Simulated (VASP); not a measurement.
# Gd in VASP: a series of runs, part 2 of 2

VASP 6.6.1. The steps go on from the part before.

## 4. Single point, PBE, collinear spin, ferromagnetic start

This run uses another cell than the first one, of 32.81 Å³/atom, 0.989 times its volume.

INCAR

```
SYSTEM = Gd
PREC = Accurate
ENCUT = 520
EDIFF = 1E-7
ISMEAR = 0
SIGMA = 0.05
LREAL = .False.
LASPH = .True.
NELM = 150
ALGO = Normal
ISIF = 2
LWAVE = .False.
LCHARG = .False.
ISPIN = 2
MAGMOM = 0.5
LORBIT = 11
LMAXMIX = 6
GGA = PE
NBANDS = 19
```

KPOINTS

```
regular mesh
0
Gamma
  14 14 14
  0 0 0
```

POSCAR

```
Gd
1.0
    0.0000000000      2.5408337054      2.5408337054
    2.5408337054      0.0000000000      2.5408337054
    2.5408337054      2.5408337054      0.0000000000
Gd
1
Direct
    0.0000000000      0.0000000000      0.0000000000
```

Potentials or basis: VASP PAW PBE potentials, release 64 (Gd).

Command:

```
$ cat potpaw_PBE.64/Gd/POTCAR > POTCAR
$ mpirun -np 1 vasp_std > vasp.out
```

OUTCAR:

```text
SYSTEM = Gd
   PREC = Accurate
   ENCUT = 520
   EDIFF = 1E-7
   ISMEAR = 0
   LREAL = .False.
   LASPH = .True.
   NELM = 150
   ISIF = 2
   ISPIN = 2
   LORBIT = 11
   GGA = PE

 ion  position               nearest neighbor table
   1  0.000  0.000  0.000-

  LATTYP: Found a face centered cubic cell.
 ALAT       =     5.0816674108

  Lattice vectors:

 A1 = (   0.0000000000,   2.5408337054,   2.5408337054)
 A2 = (   2.5408337054,   0.0000000000,   2.5408337054)
 A3 = (   2.5408337054,   2.5408337054,   0.0000000000)

Analysis of symmetry for initial positions (statically):
=====================================================================
 Subroutine PRICEL returns:
 Original cell was already a primitive cell.

 Routine SETGRP: Setting up the symmetry group for a
 face centered cubic supercell.

 Subroutine GETGRP returns: Found 48 space group operations
 (whereof 48 operations were pure point group operations)
 out of a pool of 48 trial point group operations.

The static configuration has the point symmetry O_h .

Analysis of symmetry for dynamics (positions and initial velocities):
=====================================================================
 Subroutine PRICEL returns:
 Original cell was already a primitive cell.

 Routine SETGRP: Setting up the symmetry group for a
 face centered cubic supercell.

 Subroutine GETGRP returns: Found 48 space group operations
 (whereof 48 operations were pure point group operations)
 out of a pool of 48 trial point group operations.

The dynamic configuration has the point symmetry O_h .

Analysis of structural, dynamic, and magnetic symmetry:
=====================================================================
 Subroutine PRICEL returns:
 Original cell was already a primitive cell.

 Routine SETGRP: Setting up the symmetry group for a
 face centered cubic supercell.

 Subroutine GETGRP returns: Found 48 space group operations
 (whereof 48 operations were pure point group operations)
 out of a pool of 48 trial point group operations.

The overall configuration has the point symmetry O_h .

 Subroutine INISYM returns: Found 48 space group operations
 (whereof 48 operations are pure point group operations),
 and found     1 'primitive' translations
[... 123 lines left out ...]
   LRPA    =     F    only Hartree local field effects (RPA)
 spin polarized calculation
 Gauss-broadening in eV      SIGMA  =   0.05
  energy-cutoff  :      520.00
  volume of cell :       32.81
 maximum number of plane-waves:       905
   NGX = 13   NGY = 13   NGZ = 13

 number of electron      17.9999993 magnetization       7.4407048

 Free energy of the ion-electron system (eV)
  ---------------------------------------------------
  ext. energy  EPLUGINS =         0.00000000
  ---------------------------------------------------
  free energy    TOTEN  =       -11.65817072 eV

  energy without entropy =      -11.65486492  energy(sigma->0) =      -11.65651782

 E-fermi :   3.0819     XC(G=0): -10.0188

 val. band max:        3.0812554464   @ k =  -0.2857   0.2143   0.0000
 cond. band min:       3.0854426997   @ k =  -0.2857   0.3571   0.1429
 fundamental gap:      0.0041872532
 Fermi energy:         3.0818853850

 spin component 1

 k-point     1 :       0.0000    0.0000    0.0000
  band No.  band energies     occupation
      1     -42.2184      1.00000
      2     -19.2330      1.00000
      3     -19.2330      1.00000
      4     -19.2330      1.00000
      5      -2.0223      1.00000
      6      -1.8594      1.00000
[... 517 lines left out ...]
     18      13.2929      0.00000
     19      15.3707      0.00000

 [... further k-points ...]

 spin component 2

 k-point     1 :       0.0000    0.0000    0.0000
  band No.  band energies     occupation
      1     -39.0190      1.00000
      2     -16.8856      1.00000
      3     -16.8856      1.00000
      4     -16.8856      1.00000
      5      -1.2596      1.00000
      6       3.3368      0.00000
[... 517 lines left out ...]
     18      14.1252      0.00000
     19      16.5184      0.00000

 [... further k-points ...]
[... 5 lines left out ...]
  --------------------------------------------------------------------------------------
  -------------------------------------------------------------------------------------
  Total       -0.0028316     -0.0028316     -0.0028316      0.0000000      0.0000000      0.0000000
  in kB       -0.1382871     -0.1382871     -0.1382871      0.0000000      0.0000000      0.0000000
  external PRESSURE =      -0.1382871 kB  Pullay stress =       0.0000000 kB

 VOLUME and BASIS-vectors are now :
 -----------------------------------------------------------------------------
  energy-cutoff  :      520.00
  volume of cell :       32.81
      direct lattice vectors                 reciprocal lattice vectors
     0.000000000  2.540833705  2.540833705    -0.196785803  0.196785803  0.196785803
     2.540833705  0.000000000  2.540833705     0.196785803 -0.196785803  0.196785803
     2.540833705  2.540833705  0.000000000     0.196785803  0.196785803 -0.196785803

 POSITION                                       TOTAL-FORCE (eV/Angst)
 -----------------------------------------------------------------------------------
      0.00000      0.00000      0.00000         0.000000     -0.000000      0.000000
 -----------------------------------------------------------------------------------
    total drift:                               -0.000000     -0.000000     -0.000000

  FREE ENERGIE OF THE ION-ELECTRON SYSTEM (eV)
  ---------------------------------------------------
  free  energy   TOTEN  =       -11.6581707245 eV

  energy  without entropy=      -11.6548649202  energy(sigma->0) =      -11.65651782

 total charge

# of ion       s       p       d       f       tot
--------------------------------------------------
    1        2.074   5.559   0.587   6.986  15.207

 magnetization (x)

# of ion       s       p       d       f       tot
--------------------------------------------------
    1        0.002  -0.059   0.170   6.814   6.926
```

OSZICAR:

```text
N       E                     dE             d eps       ncg     rms          rms(c)
DAV:   1     0.957320222005E+02    0.95732E+02   -0.58941E+03 10140   0.464E+03
DAV:   2     0.802098540835E+01   -0.87711E+02   -0.80158E+02 10101   0.297E+02
[... 22 lines left out ...]
DAV:  25    -0.116581769036E+02   -0.48565E-05   -0.61977E-05 11270   0.175E-01    0.693E-02
DAV:  26    -0.116581725463E+02    0.43573E-05   -0.83373E-06 11577   0.660E-02    0.261E-02
DAV:  27    -0.116581715830E+02    0.96328E-06   -0.16031E-06 14212   0.222E-02    0.171E-02
DAV:  28    -0.116581708388E+02    0.74420E-06   -0.18850E-06 11390   0.299E-02    0.142E-02
DAV:  29    -0.116581706973E+02    0.14149E-06   -0.18715E-07  9094   0.708E-03    0.120E-02
DAV:  30    -0.116581707245E+02   -0.27170E-07   -0.57985E-08  6880   0.318E-03
   1 F= -.11658171E+02 E0= -.11656518E+02  d E =-.330580E-02  mag=     7.4408
```

stdout:

```text
POSCAR found type information on POSCAR Gd
 POSCAR found :  1 types and       1 ions
 scaLAPACK will be used
 LDA part: xc-table for (Slater+PW92), standard interpolation
 POSCAR, INCAR and KPOINTS ok, starting setup
 FFT: planning ... GRIDC
 FFT: planning ... GRID_SOFT
 FFT: planning ... GRID
 WAVECAR not read
 entering main loop
```

It took 5.8 min on 1 thread of Intel Xeon Platinum 8259CL at 2.50GHz (Skylake/Cascade Lake), shared host; peak memory 0.26 GiB.

Results:

```
Free energy                                           : -11.6582 eV
Pressure                                              : 0.0 GPa
Net moment                                            : 7.44 μB per cell
Site moments                                          : Gd +6.93 μB
Valence electrons inside the program's atomic spheres : Gd 15.21
```

Levels at points of the mesh, in eV from the Fermi level:
Spin up:
```
           k point  band 11  band 12  band 13  band 14  band 15  band 16
(0.00, 0.00, 0.00)    -4.77    -4.77     1.34     1.34     1.34     3.61
(0.50, 0.00, 0.00)    -4.76    -2.51     0.87     1.17     1.17     5.30
(0.50, 0.50, 0.00)    -4.79    -2.28    -1.50     2.40     5.33     5.79
```
Spin down:
| k point | band 2 | band 3 | band 4 | band 5 | band 6 | band 7 | band 8 | band 9 |
| --- | --- | --- | --- | --- | --- | --- | --- | --- |
| (0.00, 0.00, 0.00) | -19.97 | -19.97 | -19.97 | -4.34 | 0.25 | 0.45 | 0.45 | 0.45 |
| (0.50, 0.00, 0.00) | -20.84 | -20.08 | -20.08 | -1.67 | 0.28 | 0.47 | 0.47 | 0.50 |
| (0.50, 0.50, 0.00) | -20.78 | -20.28 | -20.28 | -1.61 | -0.62 | 0.50 | 0.50 | 0.50 |

Caveat: spin-orbit coupling is left out, which moves the levels of the heavy elements. The state reached can hang on the start; a lower one may exist.

## 5. Single point, PBE, collinear spin, ferromagnetic start

This run uses another cell than the first one, of 32.81 Å³/atom, 0.989 times its volume.

INCAR

```
  PREC = Accurate
  ENCUT = 520
  EDIFF = 1E-6
  ISMEAR = 0
  SIGMA = 0.05
  LREAL = False
  LASPH = True
  NELM = 150
  ALGO = Normal
  ISIF = 2
  LWAVE = False
  LCHARG = True
  ISPIN = 2
  MAGMOM = 7.96
  LORBIT = 11
  LMAXMIX = 6
  GGA = PE
  LELF = True
  LVHAR = True
  NBANDS = 19
```

KPOINTS

```
Automatic mesh
0
Gamma
  14 14 14
```

POSCAR is that of step 4.

Command:

```
$ cat potpaw_PBE.64/Gd/POTCAR > POTCAR
$ mpirun -np 1 vasp_std > vasp.out
```

Run time: 3.2 min. Hardware: 1 thread of Intel Xeon Platinum 8488C (Sapphire Rapids), shared host; peak memory 0.26 GiB.

It converged, with:

- Free energy: -11.6582 eV
- Pressure: -0.2 GPa
- Net moment: 7.44 μB per cell
- Site moments: Gd +6.93 μB
- Valence electrons inside the program's atomic spheres: Gd 15.21

Levels at points of the mesh, in eV from the Fermi level:
Spin up:
```tsv
k point	band 10	band 11	band 12	band 13	band 14	band 15	band 16	band 17
(0.00, 0.00, 0.00)	-4.77	-4.77	-4.77	1.34	1.34	1.34	3.61	3.61
(0.50, 0.00, 0.00)	-4.79	-4.76	-2.51	0.87	1.17	1.17	5.30	5.30
(0.50, 0.50, 0.00)	-4.80	-4.79	-2.28	-1.50	2.40	5.33	5.79	5.79
```
Spin down:
```
           k point  band 2  band 3  band 4  band 5  band 6  band 7  band 8  band 9
(0.00, 0.00, 0.00)  -19.97  -19.97  -19.97   -4.34    0.26    0.45    0.45    0.45
(0.50, 0.00, 0.00)  -20.84  -20.08  -20.08   -1.67    0.28    0.47    0.47    0.50
(0.50, 0.50, 0.00)  -20.78  -20.28  -20.28   -1.61   -0.62    0.50    0.50    0.50
```

Caveat: spin-orbit coupling is left out, which moves the levels of the heavy elements.

## 6. The runs side by side

| spin | cell | k mesh | gap on the mesh (eV) | pressure (GPa) | moment (μB) |
| --- | --- | --- | --- | --- | --- |
| collinear, ferromagnetic start | a = 3.606 Å, angles 60.0°, 1 atom | 14 × 14 × 14 | none | 0.0 | 7.45 |
| collinear, antiferromagnetic start | a = 3.589, b = 3.589, c = 7.190 Å, angles 60.1, 60.1, 60.0°, 2 atoms | 14 × 14 × 7 | none | -4.9 | 0.00 |
| collinear, ferromagnetic start | a = 3.593 Å, angles 60.0°, 1 atom | 14 × 14 × 14 | none | -0.2 | 7.44 |

Alike in all rows: task single point; level PBE; potentials or basis VASP PAW PBE potentials, release 64 (Gd); cutoff (eV) 520; smearing gaussian 0.05 eV.

Caveats: spin-orbit coupling is left out, which moves the levels of the heavy elements.

Total energies depend on the potentials used, so only differences within one code and one set of settings carry meaning.
